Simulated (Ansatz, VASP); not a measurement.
# ZrO2 in VASP and in Ansatz

Contents of POSCAR:

```
ZrO2
1.0
    0.0000000000      2.5447135880      2.5447135880
    2.5447135880      0.0000000000      2.5447135880
    2.5447135880      2.5447135880      0.0000000000
Zr O
1 2
Direct
    0.0000000000      0.0000000000      0.0000000000
    0.2500000000      0.2500000000      0.2500000000
    0.7500000000      0.7500000000      0.7500000000
```

INCAR.step1

```
SYSTEM = ZrO2
PREC     = Accurate       ! precision mode
ENCUT    = 660            ! plane-wave cutoff, eV
ISMEAR   = 0              ! smearing method
SIGMA    = 0.01           ! smearing width, eV
LREAL    = .False.        ! projectors in reciprocal space
LASPH    = .True.         ! aspherical terms in the spheres
NELM     = 120            ! most SCF steps
NBANDS   = 19             ! bands
GGA      = PE             ! functional
ALGO     = Normal         ! electronic algorithm
EDIFF    = 1E-5           ! SCF threshold, eV
LWAVE    = .True.         ! write WAVECAR
LCHARG   = .False.        ! write CHGCAR
GGA_COMPAT= .False.
```

The input INCAR.step2:

```
SYSTEM = ZrO2
PREC     = Accurate       ! precision mode
ENCUT    = 660            ! plane-wave cutoff, eV
EDIFF    = 1E-6           ! SCF threshold, eV
ISMEAR   = 0              ! smearing method
SIGMA    = 0.01           ! smearing width, eV
LREAL    = .False.        ! projectors in reciprocal space
LASPH    = .True.         ! aspherical terms in the spheres
NELM     = 120            ! most SCF steps
ALGO     = Normal         ! electronic algorithm
ISIF     = 2              ! what is computed and relaxed
LWAVE    = .False.        ! write WAVECAR
LCHARG   = .True.         ! write CHGCAR
METAGGA  = R2SCAN         ! meta-GGA
LMIXTAU  = .True.       
LELF     = .True.         ! ELF
LVHAR    = .True.       
NBANDS   = 19             ! bands
ISTART   = 1            
GGA_COMPAT= .False.
```

KPOINTS

```
Automatic mesh
0
Gamma
  8 8 8
  0 0 0
```

Input for Ansatz:

```yaml
crystal:
  lattice:
    - [0.0, 2.544713588, 2.544713588]
    - [2.544713588, 0.0, 2.544713588]
    - [2.544713588, 2.544713588, 0.0]
  atoms:
    - { symbol: Zr, position: [0.0, 0.0, 0.0] }
    - { symbol: O, position: [0.25, 0.25, 0.25] }
    - { symbol: O, position: [0.75, 0.75, 0.75] }
kpoints:
  mp_grid: { grid: [8, 8, 8] }
  band_path:
    path:
      - [0.0, 0.0, 0.0]
      - [0.5, 0.0, 0.5]
      - [0.625, 0.25, 0.625]
      - [0.375, 0.375, 0.75]
      - [0.5, 0.5, 0.5]
      - [0.5, 0.25, 0.75]
      - [0.0, 0.5, 0.5]
    npoints: 1
hamiltonian:
  xc: r2scan
scf:
  occupations: { method: fixed }
  n_extra_bands: 4
output:
  forces: true
  stress: true
  eigenvalues: true
```

Alike in both runs: task single point; functional r2SCAN; k mesh 8 × 8 × 8; no spin polarisation.

|  | VASP | Ansatz |
| --- | --- | --- |
| version | VASP 6.6.1 | Ansatz 0.2.0 |
| potentials or method | VASP PAW PBE potentials, release 64 (Zr_sv, O) | plane waves, PAW |
| plane-wave cutoff (eV) | 660 | 500 |
| occupations | gaussian, width 0.01 eV | fixed |
| valence electrons in the cell | 24 | 24 |

Ansatz gave:

* gap on the k mesh at the Fermi level (eV): 3.89
* pressure (GPa): 0.0

Which values does VASP return?

gap on the k mesh at the Fermi level (eV): 3.87; pressure (GPa): 0.0.

VASP's potentials were made for PBE, not for r2SCAN.
